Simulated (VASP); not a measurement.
A run of VASP 6.6.1 is set up as follows.

INCAR

```
  PREC = Accurate
  ENCUT = 500
  EDIFF = 1E-6
  ISMEAR = 0
  SIGMA = 0.01
  LREAL = False
  LASPH = True
  NELM = 120
  ALGO = Normal
  ISIF = 2
  LWAVE = False
  LCHARG = True
  GGA = PS
  LELF = True
  LVHAR = True
  NBANDS = 11
  GGA_COMPAT = False
```

File KPOINTS:

```
regular mesh
0
Gamma
  4 4 4
```

The input POSCAR:

```
Si
1.0
    0.0144571039      2.7295416308      2.7066447005
    2.7295416308      0.0144571039      2.7066447005
    2.7439987347      2.7439987347      0.0000000000
Si
2
Direct
    0.0007249342      0.0007249342     -0.0007249342
    0.2492750658      0.2492750658      0.2507249342
```

Potentials or basis: VASP PAW PBE potentials, release 64 (Si).

Launch:

```console
$ cat potpaw_PBE.64/Si/POTCAR > POTCAR
$ mpirun -np 1 vasp_std > vasp.out
```

(1) Predict the pressure.

(2) Estimate the largest force.

(3) Predict the band gap on the k mesh.

Results:

(1) 0.2 GPa.

(2) 0.008 eV/Å.

(3) 0.42 eV, indirect (least direct gap 2.41 eV).

Caveat: the k points lie up to 0.50 Å⁻¹ apart; the PAW data sets were made with another functional, which shifts forces and pressure a little.
